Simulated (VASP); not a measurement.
The system is Mg.

```
Mg
1.0
     3.20930    0.00000    0.00000
    -1.60465    2.77934    0.00000
     0.00000    0.00000    5.21030
Mg
2
Direct
  0.33333 0.66667 0.25000
  0.66667 0.33333 0.75000
```

| Quantity | Value |
| --- | --- |
| Program | VASP 6.6.1 |
| Task | relaxation of cell and atoms |
| Functional | LDA |
| Potentials or basis | VASP PAW LDA potentials, release 64 (Mg_sv) |
| Cutoff | 840 eV |
| k mesh | 9 × 9 × 5 |
| Occupations | fermi-dirac, width 0.1 eV |
| Spin | no spin polarisation |

At the start: pressure -2.8 GPa; volume 23.24 Å³/atom.

How do energy, volume and symmetry change on relaxing?

Over 3 steps the energy falls by 15.1 meV/atom and the volume is 21.56 Å³/atom (-7.2 %); space group P6_3/mmc (No. 194, to 0.1 Å) before and after.

Step by step:
```csv
step,energy change (eV),largest force (eV/Å),pressure (GPa),volume (Å³)
1,0.0000,0.0000,-2.77,46.47
2,-0.0288,0.0000,-0.66,43.83
3,-0.0302,0.0000,0.01,43.11
```

Final structure:
```
Mg
1.0
     3.13087    0.00000    0.00000
    -1.56543    2.71141    0.00000
     0.00000    0.00000    5.07875
Mg
2
Direct
  0.33333 0.66667 0.25000
  0.66667 0.33333 0.75000
```
